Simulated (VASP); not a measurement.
Here is a VASP 6.6.1 calculation.

File INCAR:

```
PREC = Accurate
ENCUT = 600
EDIFF = 1E-6
ISMEAR = 0
SIGMA = 0.1
LREAL = F
LASPH = T
NELM = 60
ALGO = Fast
ISIF = 4
LWAVE = F
LCHARG = F
GGA = PE
IBRION = 2
NSW = 50
EDIFFG = -0.01
```

The input KPOINTS:

```
regular mesh
0
Gamma
  12 12 4
```

POSCAR

```
LiAl5
1.0
    2.7613643827      0.0000000000      0.0000000000
    0.0000000000      2.7613643827      0.0000000000
    0.0000000000      0.0000000000     11.5209734635
Li Al
1 5
Direct
    0.0000000000      0.0000000000      0.0000000000
    0.5000000000      0.5000000000      0.8352505909
    0.0000000000      0.0000000000      0.6678327518
    0.5000000000      0.5000000000      0.5000000000
    0.0000000000      0.0000000000      0.3321672482
    0.5000000000      0.5000000000      0.1647494091
```

Potentials or basis: VASP PAW PBE potentials, release 64 (Li_sv, Al).

Command:

```sh
$ cat potpaw_PBE.64/Li_sv/POTCAR potpaw_PBE.64/Al/POTCAR > POTCAR
$ mpirun -np 1 vasp_std > vasp.out
```

(1) Predict the band gap on the k mesh.

Results:

(1) zero (bands 9 and 10 overlap by 7.51 eV).
